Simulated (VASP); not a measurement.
# MgB2 (P6/mmm) in VASP: further runs

The runs below take MgB2 through single point, with r2SCAN.

Everything below comes from runs of VASP 6.6.1. Logs are shortened: lines on timing, memory, paths and dates and some standing lists are left out, and cuts for length are marked.

## (1) The cell of the first run

Symmetry: P6/mmm, No. 191, hexagonal system. The conventional cell has a = 3.072 Å, b = 3.072 Å, c = 3.499 Å, α = 90.00°, β = 90.00°, γ = 120.00°. Within 3.3 Å of Mg (site symmetry 6/mmm) lie 12 B at 2.49 Å and 6 Mg at 3.07 Å. B (site symmetry -6m2) has 3 B at 1.77 Å and 6 Mg at 2.49 Å within 2.5 Å.

## (2) Single point, r2SCAN

Contents of POSCAR:

```
MgB2
1.0
    3.0721480083      0.0000000000      0.0000000000
   -1.5360740041      2.6605582194      0.0000000000
    0.0000000000      0.0000000000      3.4993583942
Mg B
1 2
Direct
    0.0000000000      0.0000000000      0.0000000000
    0.3333333333      0.6666666667      0.5000000000
    0.6666666667      0.3333333333      0.5000000000
```

Contents of INCAR.step1:

```
PREC     = Accurate       # precision mode
ENCUT    = 660            # plane-wave cutoff, eV
ISMEAR   = 0              # smearing method
SIGMA    = 0.05           # smearing width, eV
LREAL    = False          # projectors in reciprocal space
LASPH    = True           # aspherical terms in the spheres
NELM     = 120            # most SCF steps
NBANDS   = 15             # bands
GGA      = PE             # functional
ALGO     = Normal         # electronic algorithm
EDIFF    = 1E-5           # SCF threshold, eV
LWAVE    = True           # write WAVECAR
LCHARG   = False          # write CHGCAR
GGA_COMPAT= False
```

Contents of INCAR.step2:

```
PREC     = Accurate       # precision mode
ENCUT    = 660            # plane-wave cutoff, eV
EDIFF    = 1E-6           # SCF threshold, eV
ISMEAR   = 0              # smearing method
SIGMA    = 0.05           # smearing width, eV
LREAL    = False          # projectors in reciprocal space
LASPH    = True           # aspherical terms in the spheres
NELM     = 120            # most SCF steps
ALGO     = Normal         # electronic algorithm
ISIF     = 2              # what is computed and relaxed
LWAVE    = False          # write WAVECAR
LCHARG   = False          # write CHGCAR
METAGGA  = R2SCAN         # meta-GGA
LMIXTAU  = True         
NBANDS   = 15             # bands
ISTART   = 1            
GGA_COMPAT= False
```

Contents of KPOINTS:

```
regular mesh
0
Gamma
  12 12 10
```

Potentials or basis: VASP PAW PBE potentials, release 64 (Mg_sv, B).

On the command line:

```sh
cat potpaw_PBE.64/Mg_sv/POTCAR potpaw_PBE.64/B/POTCAR > POTCAR
cp INCAR.step1 INCAR
mpirun -np 1 vasp_std > vasp.out
cp INCAR.step2 INCAR
mpirun -np 1 vasp_std > vasp.out
```

OUTCAR:

```text
PREC = Accurate
   ENCUT = 660
   EDIFF = 1E-6
   ISMEAR = 0
   LREAL = False
   LASPH = True
   NELM = 120
   ISIF = 2
   METAGGA = R2SCAN
   ISTART = 1

 ion  position               nearest neighbor table
   1  0.000  0.000  0.000-
   2  0.333  0.667  0.500-   3 1.77   3 1.77   3 1.77
   3  0.667  0.333  0.500-   2 1.77   2 1.77   2 1.77

  LATTYP: Found a hexagonal cell.
 ALAT       =     3.0721480083
 C/A-ratio  =     1.1390591810

  Lattice vectors:

 A1 = (   3.0721480083,   0.0000000000,   0.0000000000)
 A2 = (  -1.5360740041,   2.6605582194,   0.0000000000)
 A3 = (   0.0000000000,   0.0000000000,   3.4993583942)

Analysis of symmetry for initial positions (statically):
=====================================================================
 Subroutine PRICEL returns:
 Original cell was already a primitive cell.

 Routine SETGRP: Setting up the symmetry group for a
 hexagonal supercell.

 Subroutine GETGRP returns: Found 24 space group operations
 (whereof 24 operations were pure point group operations)
 out of a pool of 24 trial point group operations.

The static configuration has the point symmetry D_6h.

Analysis of symmetry for dynamics (positions and initial velocities):
=====================================================================
 Subroutine PRICEL returns:
 Original cell was already a primitive cell.

 Routine SETGRP: Setting up the symmetry group for a
 hexagonal supercell.

 Subroutine GETGRP returns: Found 24 space group operations
 (whereof 24 operations were pure point group operations)
 out of a pool of 24 trial point group operations.

The dynamic configuration has the point symmetry D_6h.

 Subroutine INISYM returns: Found 24 space group operations
 (whereof 24 operations are pure point group operations),
 and found     1 'primitive' translations

----------------------------------------------------------------------------------------

                                     Primitive cell

  volume of cell :      28.6025

  direct lattice vectors                    reciprocal lattice vectors
     3.072148008  0.000000000  0.000000000     0.325505151  0.187930486  0.000000000
    -1.536074004  2.660558219  0.000000000     0.000000000  0.375860973  0.000000000
     0.000000000  0.000000000  3.499358394     0.000000000  0.000000000  0.285766671

  length of vectors
     3.072148008  3.072148008  3.499358394     0.375860973  0.375860973  0.285766671

  position of ions in fractional coordinates (direct lattice)
     0.000000000  0.000000000  0.000000000
     0.333333333  0.666666667  0.500000000
     0.666666667  0.333333333  0.500000000

  ion indices of the primitive-cell ions
   primitive index   ion index
                 1           1
                 2           2
                 3           3

----------------------------------------------------------------------------------------

 KPOINTS: regular mesh

Automatic generation of k-mesh.
 Grid dimensions read from file:
 generate k-points for:   12   12   10

 Generating k-lattice:

  Cartesian coordinates                     Fractional coordinates (reciprocal lattice)
     0.027125429  0.015660874  0.000000000     0.083333333  0.000000000  0.000000000
     0.000000000  0.031321748  0.000000000     0.000000000  0.083333333  0.000000000
     0.000000000  0.000000000  0.028576667     0.000000000  0.000000000  0.100000000

  Length of vectors
     0.031321748  0.031321748  0.028576667

  Shift w.r.t. Gamma in fractional coordinates (k-lattice)
     0.000000000  0.000000000  0.000000000

 Subroutine IBZKPT returns following result:
 ===========================================

 Found    114 irreducible k-points:

 Following reciprocal coordinates:
            Coordinates               Weight
  0.000000  0.000000  0.000000      1.000000
  0.083333  0.000000  0.000000      6.000000
  0.166667 -0.000000  0.000000      6.000000
  0.250000  0.000000  0.000000      6.000000
  0.333333  0.000000  0.000000      6.000000
  0.416667  0.000000  0.000000      6.000000
[... 16 lines left out ...]
  0.250000  0.000000  0.100000     12.000000
  0.333333  0.000000  0.100000     12.000000
 [... further k-points ...]
   k-points           NKPTS =    114   k-points in BZ     NKDIM =    114   number of bands    NBANDS=     15
   number of dos      NEDOS =    301   number of ions     NIONS =      3
   total plane-waves  NPLWV =  23520
   dimension x,y,z NGX =    28 NGY =   28 NGZ =   30
   dimension x,y,z NGXF=    56 NGYF=   56 NGZF=   60
   ions per type =               1   2
   NGX,Y,Z   is equivalent  to a cutoff of  15.15, 15.15, 14.25 a.u.
   NGXF,Y,Z  is equivalent  to a cutoff of  30.30, 30.30, 28.50 a.u.
 SYSTEM =  unknown system
   PREC   = accura    normal or accurate (medium, high low for compatibility)
   ISTART =      1    job   : 0-new  1-cont  2-samecut
   ICHARG =      0    charge: 1-file 2-atom 10-const
   ISPIN  =      1    spin polarized calculation?
   LNONCOLLINEAR =      F non collinear calculations
   LSORBIT =      F    spin-orbit coupling
   LASPH  =      T    aspherical Exc in radial PAW
   ENCUT  =  660.0 eV  48.51 Ry    6.96 a.u.   6.44  6.44  7.33*2*pi/ulx,y,z
   NELM   =    120;   NELMIN=  2; NELMDL=  0     # of ELM steps
   EDIFF  = 0.1E-05   stopping-criterion for ELM
   LREAL  =      F    real-space projection
   EDIFFG = 0.1E-04   stopping-criterion for IOM
   NSW    =      0    number of steps for IOM
   IBRION =     -1    ionic relax: 0-MD 1-quasi-New 2-CG
   NFREE  =      0    steps in history (QN), initial steepest desc. (CG)
   ISIF   =      2    stress and relaxation
   ISYM   =      2    0-nonsym 1-usesym 2-fastsym
   POTIM  = 0.5000    time-step for ionic-motion
   TEBEG  =    0.0;   TEEND  =   0.0 temperature during run
   PSTRESS=    0.0 pullay stress
   NELECT =      16.0000    total number of electrons
   NUPDOWN=      -1.0000    fix difference up-down
   EMIN   =  10.00;   EMAX   =-10.00  energy-range for DOS
   EFERMI =   0.00;   METHOD = LEGACY
   ISMEAR =     0;   SIGMA  =   0.05  broadening in eV -4-tet -1-fermi 0-gaus
   EFERMI_NEDOS =   21; number of points for ismear=-14 and -15
   IALGO  =     38    algorithm
   IMIX   =      4    mixing-type and parameters
     AMIX     =   0.40;   BMIX     =  1.00
     AMIX_MAG =   1.60;   BMIX_MAG =  1.00
  volume/ion in A,a.u.               =       9.53        64.34
  Fermi-wavevector in a.u.,A,eV,Ry     =   1.348902  2.549055 24.756297  1.819536
  Thomas-Fermi vector in A             =   2.476533
   LORBIT       =      0    0 simple, 1 ext, 2 COOP (PROOUT), +10 PAW based schemes
   METAGGA = R2SCAN    functional components
   LHFCALC =     F    Hartree Fock is set to
   AEXX    =    0.0000 exact exchange contribution
   IVDW    =     0    specifies the selected vdW correction
   LEPSILON=     F    determine dielectric tensor
   LRPA    =     F    only Hartree local field effects (RPA)
 non-spin polarized calculation
 Gauss-broadening in eV      SIGMA  =   0.05
  energy-cutoff  :      660.00
  volume of cell :       28.60
 maximum number of plane-waves:      1125
 NGX is ok and might be reduce to    28
   NGX = 13   NGY = 13   NGZ = 15

 number of electron      16.0000002 magnetization

 Free energy of the ion-electron system (eV)
  ---------------------------------------------------
  ext. energy  EPLUGINS =         0.00000000
  ---------------------------------------------------
  free energy    TOTEN  =       -19.43133105 eV

  energy without entropy =      -19.43056049  energy(sigma->0) =      -19.43094577

 E-fermi :   5.1897     XC(G=0): -11.8872

 val. band max:        5.1516146810   @ k =   0.2500   0.2500   0.5000
 cond. band min:       5.1957896906   @ k =   0.4167   0.0000   0.4000
 fundamental gap:      0.0441750096
 Fermi energy:         5.1897308181

 k-point     1 :       0.0000    0.0000    0.0000
  band No.  band energies     occupation
      1     -72.9928      2.00000
      2     -38.1063      2.00000
      3     -38.1063      2.00000
      4     -38.0928      2.00000
      5      -8.1027      2.00000
      6       2.0822      2.00000
      7       5.5734      0.00000
      8       5.5734      0.00000
      9       7.2799      0.00000
     10      11.8606      0.00000
     11      11.8606      0.00000
     12      13.7925      0.00000
     13      16.1108      0.00000
     14      19.2128      0.00000
     15      22.6568      0.00000

 k-point     2 :       0.0833    0.0000    0.0000
  band No.  band energies     occupation
      1     -72.9925      2.00000
      2     -38.1090      2.00000
      3     -38.1069      2.00000
      4     -38.0924      2.00000
      5      -7.9742      2.00000
      6       2.2071      2.00000
      7       4.9063      2.00000
      8       5.2654      0.03238
      9       7.3872      0.00000
     10      11.8229      0.00000
     11      12.4325      0.00000
     12      14.1033      0.00000
     13      15.6147      0.00000
     14      19.8131      0.00000
     15      22.0641      0.00000

 k-point     3 :       0.1667   -0.0000    0.0000
  band No.  band energies     occupation
      1     -72.9919      2.00000
      2     -38.1164      2.00000
      3     -38.1087      2.00000
      4     -38.0912      2.00000
      5      -7.5904      2.00000
      6       2.5792      2.00000
      7       3.3625      2.00000
      8       4.5903      2.00000
      9       7.7207      0.00000
     10      11.4800      0.00000
     11      13.8891      0.00000
     12      14.3135      0.00000
     13      14.8862      0.00000
     14      21.0124      0.00000
     15      21.3574      0.00000
[... 343 lines left out ...]
 k-point    23 :       0.2500    0.0000    0.1000
  band No.  band energies     occupation
      1     -72.9910      2.00000
      2     -38.1267      2.00000
      3     -38.1110      2.00000
      4     -38.0903      2.00000
      5      -6.8716      2.00000
      6       1.5870      2.00000
      7       2.5350      2.00000
      8       3.9167      2.00000
      9       9.0395      0.00000
     10      11.0793      0.00000
     11      12.0717      0.00000
     12      15.8836      0.00000
     13      15.8865      0.00000
     14      19.5567      0.00000
     15      19.6118      0.00000

 k-point    24 :       0.3333    0.0000    0.1000
  band No.  band energies     occupation
      1     -72.9902      2.00000
      2     -38.1369      2.00000
      3     -38.1135      2.00000
      4     -38.0888      2.00000
      5      -6.0015      2.00000
      6      -0.2261      2.00000
      7       3.3511      2.00000
      8       3.3636      2.00000
      9       9.2887      0.00000
     10      10.2861      0.00000
     11      11.1601      0.00000
     12      15.4600      0.00000
     13      18.0185      0.00000
     14      19.0573      0.00000
     15      19.1463      0.00000

 [... further k-points ...]

------------------------ aborting loop because EDIFF is reached ----------------------------------------

  FORCE on cell =-STRESS in cart. coord.  units (eV):
  Direction    XX          YY          ZZ          XY          YZ          ZX
  --------------------------------------------------------------------------------------
  -------------------------------------------------------------------------------------
  Total       -0.0417796     -0.0417796      0.0239292     -0.0000000      0.0000000     -0.0000000
  in kB       -2.3403010     -2.3403010      1.3404025     -0.0000000      0.0000000     -0.0000000
  external PRESSURE =      -1.1133998 kB  Pullay stress =       0.0000000 kB

 VOLUME and BASIS-vectors are now :
 -----------------------------------------------------------------------------
  energy-cutoff  :      660.00
  volume of cell :       28.60
      direct lattice vectors                 reciprocal lattice vectors
     3.072148008  0.000000000  0.000000000     0.325505151  0.187930486  0.000000000
    -1.536074004  2.660558219  0.000000000     0.000000000  0.375860973  0.000000000
     0.000000000  0.000000000  3.499358394     0.000000000  0.000000000  0.285766671

 POSITION                                       TOTAL-FORCE (eV/Angst)
 -----------------------------------------------------------------------------------
      0.00000      0.00000      0.00000        -0.000000      0.000000     -0.000000
     -0.00000      1.77371      1.74968        -0.000000      0.000000     -0.000000
      1.53607      0.88685      1.74968         0.000000      0.000000      0.000000
 -----------------------------------------------------------------------------------
    total drift:                               -0.000000      0.000000      0.000000

  FREE ENERGIE OF THE ION-ELECTRON SYSTEM (eV)
  ---------------------------------------------------
  free  energy   TOTEN  =       -19.4313310487 eV

  energy  without entropy=      -19.4305604927  energy(sigma->0) =      -19.43094577
```

Run time: 3.9 min. Hardware: 1 thread of Intel Xeon 6975P-C (Granite Rapids), shared host; peak memory 0.2 GiB.

What came out:

| Item | Value |
| --- | --- |
| Free energy | -19.4313 eV |
| Pressure | -0.1 GPa |
| Band gap on the k mesh | zero (bands 8 and 9 overlap by 4.03 eV) |

Stress tensor (GPa, compression positive):
```
-0.23  0.00  0.00
 0.00 -0.23  0.00
 0.00  0.00  0.13
```

Caveat: the PAW data sets were made with another functional, which shifts forces and pressure a little.

## (3) Single point, r2SCAN

POSCAR is that of step 2.

INCAR.step1, as its differences from that of step 2:

```diff
@@ -1,3 +1,3 @@
 PREC     = Accurate       # precision mode
-ENCUT    = 660            # plane-wave cutoff, eV
+ENCUT    = 750            # plane-wave cutoff, eV
 ISMEAR   = 0              # smearing method
```

INCAR.step2, as its differences from that of step 2:

```diff
@@ -1,3 +1,3 @@
 PREC     = Accurate       # precision mode
-ENCUT    = 660            # plane-wave cutoff, eV
+ENCUT    = 750            # plane-wave cutoff, eV
 EDIFF    = 1E-6           # SCF threshold, eV
```

KPOINTS is that of step 2.

Potentials or basis: VASP PAW PBE potentials, release 64 (Mg_sv, B).

On the command line:

```sh
cat potpaw_PBE.64/Mg_sv/POTCAR potpaw_PBE.64/B/POTCAR > POTCAR
cp INCAR.step1 INCAR
mpirun -np 1 vasp_std > vasp.out
cp INCAR.step2 INCAR
mpirun -np 1 vasp_std > vasp.out
```

Wall time 3.9 min (1 thread of Intel Xeon 6975P-C (Granite Rapids), shared host); peak memory 0.22 GiB.

The run converged. Its results:

* Free energy: -19.4203 eV
* Pressure: -0.2 GPa
* Band gap on the k mesh: zero (bands 8 and 9 overlap by 4.04 eV)

Stress tensor (GPa, compression positive):
```
-0.26  0.00  0.00
 0.00 -0.26  0.00
 0.00  0.00 -0.01
```

Levels at points of the mesh, in eV from the Fermi level:
| k point | band 6 | band 7 | band 8 | band 9 | band 10 | band 11 |
| --- | --- | --- | --- | --- | --- | --- |
| (0.00, 0.00, 0.00) | -3.11 | 0.38 | 0.38 | 2.09 | 6.67 | 6.67 |
| (0.50, 0.00, 0.00) | -8.34 | -2.34 | 0.23 | 3.36 | 4.15 | 5.91 |
| (0.00, 0.00, 0.50) | -7.77 | 0.79 | 0.79 | 6.98 | 6.98 | 8.64 |
| (0.50, 0.00, 0.50) | -7.40 | -3.75 | -2.04 | -1.21 | 6.12 | 9.66 |

Caveat: the PAW data sets were made with another functional, which shifts forces and pressure a little.

## (4) Single point, r2SCAN

POSCAR is that of step 3.

Contents of INCAR.step1:

```
SYSTEM = MgB2
PREC     = Accurate       ! precision mode
ENCUT    = 750            ! plane-wave cutoff, eV
ISMEAR   = 0              ! smearing method
SIGMA    = 0.05           ! smearing width, eV
LREAL    = .FALSE.        ! projectors in reciprocal space
LASPH    = .TRUE.         ! aspherical terms in the spheres
NELM     = 120            ! most SCF steps
NBANDS   = 15             ! bands
GGA      = PE             ! functional
ALGO     = Normal         ! electronic algorithm
EDIFF    = 1E-5           ! SCF threshold, eV
LWAVE    = .TRUE.         ! write WAVECAR
LCHARG   = .FALSE.        ! write CHGCAR
GGA_COMPAT= .FALSE.
```

Contents of INCAR.step2:

```
SYSTEM = MgB2
PREC     = Accurate       ! precision mode
ENCUT    = 750            ! plane-wave cutoff, eV
EDIFF    = 1E-6           ! SCF threshold, eV
ISMEAR   = 0              ! smearing method
SIGMA    = 0.05           ! smearing width, eV
LREAL    = .FALSE.        ! projectors in reciprocal space
LASPH    = .TRUE.         ! aspherical terms in the spheres
NELM     = 120            ! most SCF steps
ALGO     = Normal         ! electronic algorithm
ISIF     = 2              ! what is computed and relaxed
LWAVE    = .FALSE.        ! write WAVECAR
LCHARG   = .FALSE.        ! write CHGCAR
METAGGA  = R2SCAN         ! meta-GGA
LMIXTAU  = .TRUE.       
NBANDS   = 15             ! bands
ISTART   = 1            
GGA_COMPAT= .FALSE.
```

Contents of KPOINTS:

```
Automatic mesh
0
G
  12 12 10
  0 0 0
```

On the command line:

```sh
cat potpaw_PBE.64/Mg_sv/POTCAR potpaw_PBE.64/B/POTCAR > POTCAR
cp INCAR.step1 INCAR
mpirun -np 1 vasp_std > vasp.out
cp INCAR.step2 INCAR
mpirun -np 1 vasp_std > vasp.out
```

Wall time 3.7 min (1 thread of Intel Xeon Platinum 8488C (Sapphire Rapids), shared host); peak memory 0.22 GiB.

It converged, with:

- Free energy: -19.4203 eV
- Pressure: -0.2 GPa
- Band gap on the k mesh: zero (bands 8 and 9 overlap by 4.04 eV)

Stress tensor (GPa, compression positive):
```
-0.26  0.00  0.00
 0.00 -0.26  0.00
 0.00  0.00 -0.01
```

Levels at points of the mesh, in eV from the Fermi level:
```tsv
k point	band 4	band 5	band 6	band 7	band 8	band 9	band 10	band 11	band 12	band 13
(0.00, 0.00, 0.00)	-43.28	-13.29	-3.11	0.38	0.38	2.09	6.67	6.67	8.60	10.92
(0.50, 0.00, 0.00)	-43.28	-9.21	-8.34	-2.34	0.23	3.36	4.15	5.91	8.12	13.80
(0.00, 0.00, 0.50)	-43.29	-11.98	-7.77	0.79	0.79	6.98	6.98	8.64	10.57	11.19
(0.50, 0.00, 0.50)	-43.28	-8.21	-7.40	-3.75	-2.04	-1.21	6.12	9.66	9.88	14.45
```

Caveat: the PAW data sets were made with another functional, which shifts forces and pressure a little.
